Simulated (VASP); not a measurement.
Set up this calculation in VASP 6.6.1, as the native input.

- Task: single point
- Functional: PBEsol
- Potentials or basis: VASP PAW PBE potentials, release 64 (Al, O)
- Cutoff: 520 eV
- k mesh: 6 × 6 × 6
- Occupations: gaussian, width 0.05 eV
- Spin: no spin polarisation
- Dipole correction: no
- Further INCAR settings: ALGO = Normal; EDIFF = 1e-07; NBANDS = 35

The structure of Al2O3 lies in POSCAR:

```
Al2O3
1.0
    2.2891336982      1.3216319569      4.7151575915
   -2.2891336982      1.3216319569      4.7151575915
    0.0000000000     -2.6432639137      4.7151575915
Al O
4 6
Direct
    0.8405082487      0.8405082487      0.8405082487
    0.6594917513      0.6594917513      0.6594917513
    0.1594917513      0.1594917513      0.1594917513
    0.3405082487      0.3405082487      0.3405082487
    0.0558571577      0.4441428423      0.7500000000
    0.7500000000      0.0558571577      0.4441428423
    0.4441428423      0.7500000000      0.0558571577
    0.9441428423      0.5558571577      0.2500000000
    0.2500000000      0.9441428423      0.5558571577
    0.5558571577      0.2500000000      0.9441428423
```

This cell differs from its parent crystal: c/a of the conventional cell at fixed volume 3.0897.

These files were run (other wordings do the same):

INCAR

```
ALGO     = Normal         # electronic algorithm
EDIFF    = 1E-7           # SCF threshold, eV
ENCUT    = 520            # plane-wave cutoff, eV
GGA      = PS             # functional
ISIF     = 2              # what is computed and relaxed
ISMEAR   = 0              # smearing method
LASPH    = T              # aspherical terms in the spheres
LCHARG   = F              # write CHGCAR
LREAL    = F              # projectors in reciprocal space
LWAVE    = F              # write WAVECAR
NBANDS   = 35             # bands
NELM     = 100            # most SCF steps
PREC     = Accurate       # precision mode
SIGMA    = 0.05           # smearing width, eV
```

KPOINTS

```
k-points
0
Gamma
  6 6 6
```

Potentials or basis: VASP PAW PBE potentials, release 64 (Al, O).

Run with:

```sh
$ cat potpaw_PBE.64/Al/POTCAR potpaw_PBE.64/O/POTCAR > POTCAR
$ mpirun -np 1 vasp_std > vasp.out
```

It gave:

```
Pressure               : 3.2 GPa
Largest force          : 1.950 eV/Å
Band gap on the k mesh : 5.34 eV, direct
```

Caveat: the PAW data sets were made with another functional, which shifts forces and pressure a little.

It took 110 s on 1 thread of Intel Xeon 6975P-C (shared host), peak memory 0.26 GiB.
